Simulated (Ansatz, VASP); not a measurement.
**One calculation of Fe, two programs**

```
CELL_PARAMETERS angstrom
0.00000 1.77750 1.77750
1.77750 0.00000 1.77750
1.77750 1.77750 0.00000
ATOMIC_POSITIONS crystal
Fe 0.00000 0.00000 0.00000
```

Alike in both runs: task single point; functional PBE; k mesh 13 × 13 × 13; occupations fermi-dirac, width 0.1 eV; collinear spin.

|  | VASP | Ansatz |
| --- | --- | --- |
| version | VASP 6.6.1 | Ansatz 0.2.0 |
| potentials or method | VASP PAW PBE potentials, release 64 (Fe_sv), cutoff 600 eV | PAW, plane waves, scalar-relativistic |
| valence electrons in the cell | 16 | 16 |

```csv
,VASP,Ansatz,Ansatz less VASP
pressure (GPa),-13.0,-10.0,+3.00
net moment per atom (μB),1.32,1.32,+0.002
size of the moment on the site where the two differ most (μB),1.32,1.35,+0.027
```

Site moments also hang on the region over which each program counts them. Ansatz's warnings: stability check not made.
